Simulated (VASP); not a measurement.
AlP (v.br), 2 atoms in the cell. It takes space group F-43m (No. 216, cubic). Conventional cell: a = 5.470 Å, b = 5.470 Å, c = 5.470 Å, α = 90.00°, β = 90.00°, γ = 90.00°. Al (site symmetry -43m) has 4 P at 2.37 Å within 3.1 Å. Within 3.1 Å of P (site symmetry -43m) lie 4 Al at 2.37 Å. 

| Property | Result |
| --- | --- |
| Program | VASP 6.6.1 |
| Task | single point |
| Functional | PBE |
| Potentials or basis | VASP PAW PBE potentials, release 64 (Al, P) |
| Cutoff | 500 eV |
| k mesh | 8 × 8 × 8 |
| Occupations | gaussian, width 0.02 eV |
| Spin | no spin polarisation |
| Dipole correction | no |
| Further INCAR settings | ALGO = Normal; EDIFF = 1e-06; NBANDS = 11 |

Potentials or basis: VASP PAW PBE potentials, release 64 (Al, P).

Launch:

```console
$ cat potpaw_PBE.64/Al/POTCAR potpaw_PBE.64/P/POTCAR > POTCAR
$ mpirun -np 1 vasp_std > vasp.out
```

Hardware: 1 thread of Intel Xeon 8259CL, with other jobs on the host.

Task: How long does it take, and how much memory?

Result: Run time: 21 s on 1 thread of Intel Xeon 8259CL (shared host), peak memory 0.15 GiB. Counts: scf iterations 12, k points 29.
